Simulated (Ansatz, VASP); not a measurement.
HfO2: VASP beside Ansatz

```xyz
6
Lattice="3.3340 0.0000 0.0000 0.0000 3.6043 0.0000 0.0000 0.0000 5.2640" Properties=species:S:1:pos:R:3 pbc="T T T"
Hf    1.6670    1.8022    2.6320
Hf    0.0000    0.0000    0.0000
O     0.0000    1.8022    3.6493
O     1.6670    0.0000    4.2467
O     1.6670    0.0000    1.6147
O     0.0000    1.8022    1.0173
```

Alike in both runs: task single point; functional PBE; k mesh 6 × 6 × 4; occupations gaussian, width 0.05 eV; no spin polarisation; Hubbard terms Hf d U = 4.0 eV.

```csv
,VASP,Ansatz
version,VASP 6.6.1,Ansatz 0.2.0
potentials or method,"VASP PAW PBE potentials, release 64 (Hf_pv, O), cutoff 520 eV","scalar-relativistic, plane waves, PAW"
valence electrons in the cell,44,76
```

VASP gave:

| Item | Value |
| --- | --- |
| gap on the k mesh at the Fermi level (eV) | 5.26 |
| rms of the force components (eV/Å) | 1.105 |

Estimate Ansatz's values.

gap on the k mesh at the Fermi level (eV): 5.43; rms of the force components (eV/Å): 0.925.

The programs project onto different local orbitals, so the same U acts differently, and such runs can settle in different states. Atom by atom the forces differ by 0.215 eV/Å (rms over components). VASP's potentials hold 44 valence electrons a cell and Ansatz's 76, so a difference there can come from the potentials and not from the codes.

Spin-orbit coupling is off throughout.
